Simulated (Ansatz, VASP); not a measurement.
# Cs in VASP and in Ansatz

```
CELL_PARAMETERS angstrom
0.00000 3.79040 3.94834
3.79040 0.00000 3.94834
3.79040 3.79040 0.00000
ATOMIC_POSITIONS crystal
Cs 0.00000 0.00000 0.00000
```

Change from the starting cell: strain -0.040 along x and y, +0.000 along z, atoms carried along.

Alike in both runs: task single point; functional PBEsol; k mesh 10 × 10 × 10; occupations gaussian, width 0.15 eV; no spin polarisation.

```csv
,VASP,Ansatz
version,VASP 6.6.1,Ansatz 0.2.0
potentials or method,"VASP PAW PBE potentials, release 64 (Cs_sv), cutoff 520 eV","scalar-relativistic, plane waves, PAW"
valence electrons in the cell,9,9
```

```csv
,VASP,Ansatz,Ansatz less VASP
gap on the k mesh at the Fermi level (eV),none,none,-
pressure (GPa),-0.1,-0.1,+0.01
```

VASP's potentials were made for PBE, not for PBEsol. A gap of «none» marks a metal or a gap that the smearing closes.

Spin-orbit coupling is off throughout.
